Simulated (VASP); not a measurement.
# Rh3N (Pm-3m) in VASP: notebook

Rh3N is run at these levels: PBE; tasks: single point, relaxation of cell and atoms.

Everything below comes from runs of VASP 6.6.1. Logs are shortened: lines on timing, memory, paths and dates and some standing lists are left out, and cuts for length are marked.

### Step 1. The cell of the first run

The structure is cubic, space group Pm-3m (No. 221). The conventional cell has a = 3.544 Å, b = 3.544 Å, c = 3.544 Å, α = 90.00°, β = 90.00°, γ = 90.00°. Within 3.3 Å of Rh (site symmetry 4/mmm) lie 8 Rh at 2.51 Å and 4 N at 2.51 Å. N (site symmetry m-3m) has 12 Rh at 2.51 Å within 3.3 Å.

### Step 2. Single point, PBE, collinear spin, ferromagnetic start

File INCAR:

```
  ALGO = Normal
  EDIFF = 1E-7
  ENCUT = 520
  GGA = PE
  ISIF = 2
  ISMEAR = 0
  ISPIN = 2
  LASPH = T
  LCHARG = T
  LELF = T
  LMAXMIX = 4
  LORBIT = 11
  LREAL = F
  LVHAR = T
  LWAVE = F
  MAGMOM = 1 1 1 0
  NBANDS = 37
  NELM = 150
  PREC = Accurate
  SIGMA = 0.1
```

File KPOINTS:

```
k-points
0
Gamma
  6 6 6
```

File POSCAR:

```
Rh3N
1.0
    3.5441251439      0.0000000000      0.0000000000
    0.0000000000      3.5441251439      0.0000000000
    0.0000000000      0.0000000000      3.5441251439
Rh N
3 1
Direct
    0.0000000000      0.5000000000      0.5000000000
    0.5000000000      0.0000000000      0.5000000000
    0.5000000000      0.5000000000      0.0000000000
    0.0000000000      0.0000000000      0.0000000000
```

Potentials or basis: VASP PAW PBE potentials, release 64 (Rh_pv, N).

Started as:

```
> cat potpaw_PBE.64/Rh_pv/POTCAR potpaw_PBE.64/N/POTCAR > POTCAR
> mpirun -np 1 vasp_std > vasp.out
```

OUTCAR:

```text
EDIFF = 1E-7
   ENCUT = 520
   GGA = PE
   ISIF = 2
   ISMEAR = 0
   ISPIN = 2
   LASPH = T
   LORBIT = 11
   LREAL = F
   NELM = 150
   PREC = Accurate

 ion  position               nearest neighbor table
   1  0.000  0.500  0.500-   2 2.51   3 2.51   4 2.51   3 2.51   4 2.51   2 2.51   4 2.51   4 2.51
                             2 2.51   3 2.51   3 2.51   2 2.51
   2  0.500  0.000  0.500-   1 2.51   3 2.51   4 2.51   3 2.51   4 2.51   1 2.51   3 2.51   3 2.51
                             1 2.51   4 2.51   4 2.51   1 2.51
   3  0.500  0.500  0.000-   1 2.51   2 2.51   4 2.51   1 2.51   2 2.51   2 2.51   4 2.51   2 2.51
                             1 2.51   4 2.51   1 2.51   4 2.51
   4  0.000  0.000  0.000-   1 2.51   2 2.51   3 2.51   1 2.51   2 2.51   1 2.51   3 2.51   1 2.51
                             2 2.51   3 2.51   2 2.51   3 2.51

  LATTYP: Found a simple cubic cell.
 ALAT       =     3.5441251439

  Lattice vectors:

 A1 = (   3.5441251439,   0.0000000000,   0.0000000000)
 A2 = (   0.0000000000,   3.5441251439,   0.0000000000)
 A3 = (   0.0000000000,   0.0000000000,   3.5441251439)

Analysis of symmetry for initial positions (statically):
=====================================================================
 Subroutine PRICEL returns:
 Original cell was already a primitive cell.

 Routine SETGRP: Setting up the symmetry group for a
 simple cubic supercell.

 Subroutine GETGRP returns: Found 48 space group operations
 (whereof 48 operations were pure point group operations)
 out of a pool of 48 trial point group operations.

The static configuration has the point symmetry O_h .

Analysis of symmetry for dynamics (positions and initial velocities):
=====================================================================
 Subroutine PRICEL returns:
 Original cell was already a primitive cell.

 Routine SETGRP: Setting up the symmetry group for a
 simple cubic supercell.

 Subroutine GETGRP returns: Found 48 space group operations
 (whereof 48 operations were pure point group operations)
 out of a pool of 48 trial point group operations.

The dynamic configuration has the point symmetry O_h .

Analysis of structural, dynamic, and magnetic symmetry:
=====================================================================
 Subroutine PRICEL returns:
 Original cell was already a primitive cell.

 Routine SETGRP: Setting up the symmetry group for a
 simple cubic supercell.

 Subroutine GETGRP returns: Found 48 space group operations
 (whereof 48 operations were pure point group operations)
 out of a pool of 48 trial point group operations.

The overall configuration has the point symmetry O_h .

 Subroutine INISYM returns: Found 48 space group operations
 (whereof 48 operations are pure point group operations),
 and found     1 'primitive' translations

----------------------------------------------------------------------------------------

                                     Primitive cell

  volume of cell :      44.5171

  direct lattice vectors                    reciprocal lattice vectors
     3.544125144  0.000000000  0.000000000     0.282157080  0.000000000  0.000000000
     0.000000000  3.544125144  0.000000000     0.000000000  0.282157080  0.000000000
     0.000000000  0.000000000  3.544125144     0.000000000  0.000000000  0.282157080

  length of vectors
     3.544125144  3.544125144  3.544125144     0.282157080  0.282157080  0.282157080

  position of ions in fractional coordinates (direct lattice)
     0.000000000  0.500000000  0.500000000
     0.500000000  0.000000000  0.500000000
     0.500000000  0.500000000  0.000000000
     0.000000000  0.000000000  0.000000000

  ion indices of the primitive-cell ions
   primitive index   ion index
                 1           1
                 2           2
                 3           3
                 4           4

----------------------------------------------------------------------------------------

 KPOINTS: k-points

Automatic generation of k-mesh.
 Grid dimensions read from file:
 generate k-points for:    6    6    6

 Generating k-lattice:

  Cartesian coordinates                     Fractional coordinates (reciprocal lattice)
     0.047026180  0.000000000  0.000000000     0.166666667  0.000000000  0.000000000
     0.000000000  0.047026180  0.000000000     0.000000000  0.166666667  0.000000000
     0.000000000  0.000000000  0.047026180     0.000000000  0.000000000  0.166666667

  Length of vectors
     0.047026180  0.047026180  0.047026180

  Shift w.r.t. Gamma in fractional coordinates (k-lattice)
     0.000000000  0.000000000  0.000000000

 Subroutine IBZKPT returns following result:
 ===========================================

 Found     20 irreducible k-points:

 Following reciprocal coordinates:
            Coordinates               Weight
  0.000000  0.000000  0.000000      1.000000
  0.166667  0.000000  0.000000      6.000000
  0.333333  0.000000  0.000000      6.000000
  0.500000  0.000000  0.000000      3.000000
  0.166667  0.166667  0.000000     12.000000
  0.333333  0.166667  0.000000     24.000000
[... 12 lines left out ...]
  0.500000  0.500000  0.333333      6.000000
  0.500000  0.500000  0.500000      1.000000
   k-points           NKPTS =     20   k-points in BZ     NKDIM =     20   number of bands    NBANDS=     37
   number of dos      NEDOS =    301   number of ions     NIONS =      4
   total plane-waves  NPLWV =  21952
   dimension x,y,z NGX =    28 NGY =   28 NGZ =   28
   dimension x,y,z NGXF=    56 NGYF=   56 NGZF=   56
   ions per type =               3   1
   NGX,Y,Z   is equivalent  to a cutoff of  13.13, 13.13, 13.13 a.u.
   NGXF,Y,Z  is equivalent  to a cutoff of  26.27, 26.27, 26.27 a.u.
 SYSTEM =  unknown system
   PREC   = accura    normal or accurate (medium, high low for compatibility)
   ISTART =      0    job   : 0-new  1-cont  2-samecut
   ICHARG =      2    charge: 1-file 2-atom 10-const
   ISPIN  =      2    spin polarized calculation?
   LNONCOLLINEAR =      F non collinear calculations
   LSORBIT =      F    spin-orbit coupling
   LASPH  =      T    aspherical Exc in radial PAW
   ENCUT  =  520.0 eV  38.22 Ry    6.18 a.u.   6.59  6.59  6.59*2*pi/ulx,y,z
   NELM   =    150;   NELMIN=  2; NELMDL= -5     # of ELM steps
   EDIFF  = 0.1E-06   stopping-criterion for ELM
   LREAL  =      F    real-space projection
   EDIFFG = 0.1E-05   stopping-criterion for IOM
   NSW    =      0    number of steps for IOM
   IBRION =     -1    ionic relax: 0-MD 1-quasi-New 2-CG
   NFREE  =      0    steps in history (QN), initial steepest desc. (CG)
   ISIF   =      2    stress and relaxation
   ISYM   =      2    0-nonsym 1-usesym 2-fastsym
   POTIM  = 0.5000    time-step for ionic-motion
   TEBEG  =    0.0;   TEEND  =   0.0 temperature during run
   PSTRESS=    0.0 pullay stress
   NELECT =      50.0000    total number of electrons
   NUPDOWN=      -1.0000    fix difference up-down
   EMIN   =  10.00;   EMAX   =-10.00  energy-range for DOS
   EFERMI =   0.00;   METHOD = LEGACY
   ISMEAR =     0;   SIGMA  =   0.10  broadening in eV -4-tet -1-fermi 0-gaus
   EFERMI_NEDOS =   21; number of points for ismear=-14 and -15
   IALGO  =     38    algorithm
   IMIX   =      4    mixing-type and parameters
     AMIX     =   0.40;   BMIX     =  1.00
     AMIX_MAG =   1.60;   BMIX_MAG =  1.00
  volume/ion in A,a.u.               =      11.13        75.10
  Fermi-wavevector in a.u.,A,eV,Ry     =   1.701724  3.215792 39.400628  2.895864
  Thomas-Fermi vector in A             =   2.781624
   LORBIT       =     11    0 simple, 1 ext, 2 COOP (PROOUT), +10 PAW based schemes
   GGA     = PE    functional components
   LHFCALC =     F    Hartree Fock is set to
   AEXX    =    0.0000 exact exchange contribution
   IVDW    =     0    specifies the selected vdW correction
   LEPSILON=     F    determine dielectric tensor
   LRPA    =     F    only Hartree local field effects (RPA)
 spin polarized calculation
 Gauss-broadening in eV      SIGMA  =   0.10
  energy-cutoff  :      520.00
  volume of cell :       44.52
 maximum number of plane-waves:      1222
 NGX is ok and might be reduce to    28
   NGX = 13   NGY = 13   NGZ = 13

 number of electron      49.9999996 magnetization       0.0000999

 number of electron      49.9999996 magnetization      -0.0002758

 Free energy of the ion-electron system (eV)
  ---------------------------------------------------
  ext. energy  EPLUGINS =         0.00000000
  ---------------------------------------------------
  free energy    TOTEN  =       -24.37114341 eV

  energy without entropy =      -24.35772609  energy(sigma->0) =      -24.36443475

 E-fermi :  12.8502     XC(G=0): -14.3097

 val. band max:       12.8086887592   @ k =   0.5000   0.3333   0.0000
 cond. band min:      12.8580142049   @ k =   0.5000   0.1667   0.0000
 fundamental gap:      0.0493254457
 Fermi energy:        12.8501534143

 spin component 1

 k-point     1 :       0.0000    0.0000    0.0000
  band No.  band energies     occupation
      1     -34.5678      1.00000
      2     -34.5678      1.00000
      3     -34.5678      1.00000
      4     -33.8547      1.00000
      5     -33.8547      1.00000
      6     -33.8547      1.00000
[... 789 lines left out ...]
     36      30.0412      0.00000
     37      30.7008      0.00000
 Fermi energy:        12.8501534143

 spin component 2

 k-point     1 :       0.0000    0.0000    0.0000
  band No.  band energies     occupation
      1     -34.5678      1.00000
      2     -34.5678      1.00000
      3     -34.5678      1.00000
      4     -33.8547      1.00000
      5     -33.8547      1.00000
      6     -33.8547      1.00000
[... 789 lines left out ...]
     36      30.0411      0.00000
     37      30.7008      0.00000

------------------------ aborting loop because EDIFF is reached ----------------------------------------

  FORCE on cell =-STRESS in cart. coord.  units (eV):
  Direction    XX          YY          ZZ          XY          YZ          ZX
  --------------------------------------------------------------------------------------
  -------------------------------------------------------------------------------------
  Total       12.6037176     12.6037176     12.6037176      0.0000000     -0.0000000     -0.0000000
  in kB      453.6094556    453.6094556    453.6094556      0.0000000     -0.0000000     -0.0000000
  external PRESSURE =     453.6094556 kB  Pullay stress =       0.0000000 kB

 VOLUME and BASIS-vectors are now :
 -----------------------------------------------------------------------------
  energy-cutoff  :      520.00
  volume of cell :       44.52
      direct lattice vectors                 reciprocal lattice vectors
     3.544125144  0.000000000  0.000000000     0.282157080  0.000000000  0.000000000
     0.000000000  3.544125144  0.000000000     0.000000000  0.282157080  0.000000000
     0.000000000  0.000000000  3.544125144     0.000000000  0.000000000  0.282157080

 POSITION                                       TOTAL-FORCE (eV/Angst)
 -----------------------------------------------------------------------------------
      0.00000      1.77206      1.77206         0.000000      0.000000      0.000000
      1.77206      0.00000      1.77206         0.000000      0.000000      0.000000
      1.77206      1.77206      0.00000         0.000000      0.000000      0.000000
      0.00000      0.00000      0.00000         0.000000      0.000000      0.000000
 -----------------------------------------------------------------------------------
    total drift:                                0.000000      0.000000      0.000000

  FREE ENERGIE OF THE ION-ELECTRON SYSTEM (eV)
  ---------------------------------------------------
  free  energy   TOTEN  =       -24.3711434125 eV

  energy  without entropy=      -24.3577260861  energy(sigma->0) =      -24.36443475

 total charge

# of ion       s       p       d       tot
------------------------------------------
    1        0.407   6.306   7.323  14.036
    2        0.407   6.306   7.323  14.036
    3        0.407   6.306   7.323  14.036
    4        1.377   2.017   0.000   3.393
--------------------------------------------------
tot          2.599  20.933  21.969  45.501

 magnetization (x)

# of ion       s       p       d       tot
------------------------------------------
    1       -0.000  -0.000  -0.000  -0.000
    2       -0.000  -0.000  -0.000  -0.000
    3       -0.000  -0.000  -0.000  -0.000
    4       -0.000  -0.000   0.000  -0.000
--------------------------------------------------
tot         -0.000  -0.000  -0.000  -0.000
```

It took 32 s on 1 thread of Oxide Virtual Turin-like, shared host; peak memory 0.16 GiB.

What came out:

* Free energy: -24.3711 eV
* Pressure: 45.4 GPa
* Band gap on the k mesh: zero (filled and empty bands overlap)
* Net moment: 0.00 μB per cell
* Valence electrons inside the program's atomic spheres: Rh 14.04; N 3.39

### Step 3. Relaxation of cell and atoms, PBE

This run uses another cell than the first one, of 12.84 Å³/atom, 1.153 times its volume.

File INCAR:

```
SYSTEM = Rh3N
ALGO = Normal ; EDIFF = 1E-6
EDIFFG = -0.01 ; ENCUT = 600
GGA = PE ; IBRION = 2
ISIF = 3 ; ISMEAR = 0
LASPH = .TRUE. ; LCHARG = .FALSE.
LREAL = .FALSE. ; LWAVE = .FALSE.
NELM = 100 ; NSW = 100
PREC = Accurate ; SIGMA = 0.1
```

File KPOINTS:

```
k-points
0
G
  12 12 12
  0 0 0
```

File POSCAR:

```
Rh3N
1.0
    3.7169012447      0.0000000000      0.0000000000
    0.0000000000      3.7169012447      0.0000000000
    0.0000000000      0.0000000000      3.7169012447
Rh N
3 1
Direct
    0.0000000000      0.5000000000      0.5000000000
    0.5000000000      0.0000000000      0.5000000000
    0.5000000000      0.5000000000      0.0000000000
    0.0000000000      0.0000000000      0.0000000000
```

Potentials or basis: VASP PAW PBE potentials, release 64 (Rh_pv, N).

Started as:

```
> cat potpaw_PBE.64/Rh_pv/POTCAR potpaw_PBE.64/N/POTCAR > POTCAR
> mpirun -np 1 vasp_std > vasp.out
```

It took 3.2 min on 1 thread of Oxide Virtual Turin-like, shared host; peak memory 0.23 GiB.

Results (log left out):

- Free energy: -25.2018 eV
- Relaxed volume: 12.86 Å³/atom
- Relaxed cell: a = 3.719 Å, b = 3.719 Å, c = 3.719 Å, α = 90.00°, β = 90.00°, γ = 90.00°
- Space group after relaxing (to 0.05 Å): Pm-3m (No. 221)
- Energy gained by relaxing: 0.0 meV/atom
- Ionic steps: 3
- Pressure after relaxing: 0.0 GPa
- Band gap on the k mesh: zero (band 25 reaches 10.39 eV, above the bottom of band 26 at 10.04 eV)

Final structure:
```
Rh N
1.0
     3.71879    0.00000    0.00000
     0.00000    3.71879    0.00000
     0.00000    0.00000    3.71879
Rh N
3 1
Direct
  0.00000 0.50000 0.50000
  0.50000 0.00000 0.50000
  0.50000 0.50000 0.00000
  0.00000 0.00000 0.00000
```

Levels at points of the mesh, in eV from the Fermi level:
```
           k point  band 21  band 22  band 23  band 24  band 25  band 26  band 27  band 28  band 29  band 30
(0.00, 0.00, 0.00)    -1.25    -1.25    -1.25    -0.01    -0.01     1.05     1.46     1.46     1.46     7.14
(0.50, 0.00, 0.00)    -1.87    -1.65    -1.65    -0.76     0.13     0.26     0.63     0.63     1.47     3.03
(0.50, 0.50, 0.00)    -1.75    -1.61    -1.51    -0.87    -0.40     0.20     0.76     0.76     1.13     4.44
(0.50, 0.50, 0.50)    -1.41    -1.41    -1.41    -0.55    -0.55     0.99     1.03     1.03     1.03     7.34
```
